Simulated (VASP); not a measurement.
A run of VASP 6.6.1 is set up as follows.

The input INCAR:

```
PREC = Accurate ; ENCUT = 520
EDIFF = 1E-7 ; ISMEAR = 0
SIGMA = 0.1 ; LREAL = False
LASPH = True ; NELM = 150
ALGO = Normal ; ISIF = 2
LWAVE = False ; LCHARG = False
ISPIN = 2 ; MAGMOM = 0 1 0 0 0 0 0 0 0 0
LORBIT = 11 ; LMAXMIX = 4
GGA = PE ; NBANDS = 40
```

File KPOINTS:

```
Automatic mesh
0
Gamma
  4 4 4
```

File POSCAR:

```
AlPtC4N4
1.0
    5.8341244700      0.0000000000      0.0000000000
    0.0000000000      5.8341244700      0.0000000000
    0.0000000000      0.0000000000      5.8341244700
Al Pt C N
1 1 4 4
Direct
    0.0000000000      0.0000000000      0.0000000000
    0.5000000000      0.5000000000      0.5000000000
    0.1855517100      0.1855517100      0.1855517100
    0.1855517100      0.8144482900      0.8144482900
    0.8144482900      0.1855517100      0.8144482900
    0.8144482900      0.8144482900      0.1855517100
    0.3013359700      0.3013359700      0.3013359700
    0.3013359700      0.6986640300      0.6986640300
    0.6986640300      0.3013359700      0.6986640300
    0.6986640300      0.6986640300      0.3013359700
```

Potentials or basis: VASP PAW PBE potentials, release 64 (Al, Pt, C, N).

Command:

```sh
$ cat potpaw_PBE.64/Al/POTCAR potpaw_PBE.64/Pt/POTCAR potpaw_PBE.64/C/POTCAR potpaw_PBE.64/N/POTCAR > POTCAR
$ mpirun -np 1 vasp_std > vasp.out
```

**Question.** Predict the largest force.

**Answer.** 1.282 eV/Å.

**Question.** What does it give for the pressure?

**Answer.** 5.2 GPa.

**Question.** What does it give for the site moments?

**Answer.** Al +0.00; Pt +0.68; C +0.02; N +0.02 μB.

Forces in eV/Å, atoms in the order of the input:
```
Al   0.000  0.000  0.000
Pt   0.000  0.000  0.000
C    0.740  0.740  0.740
C    0.740 -0.740 -0.740
C   -0.740  0.740 -0.740
C   -0.740 -0.740  0.740
N   -0.228 -0.228 -0.228
N   -0.228  0.228  0.228
N    0.228 -0.228  0.228
N    0.228  0.228 -0.228
```

Caveat: the cell stands under pressure; forces of over 1 eV/Å act on the atoms, so gaps and moduli don't describe the material at rest.
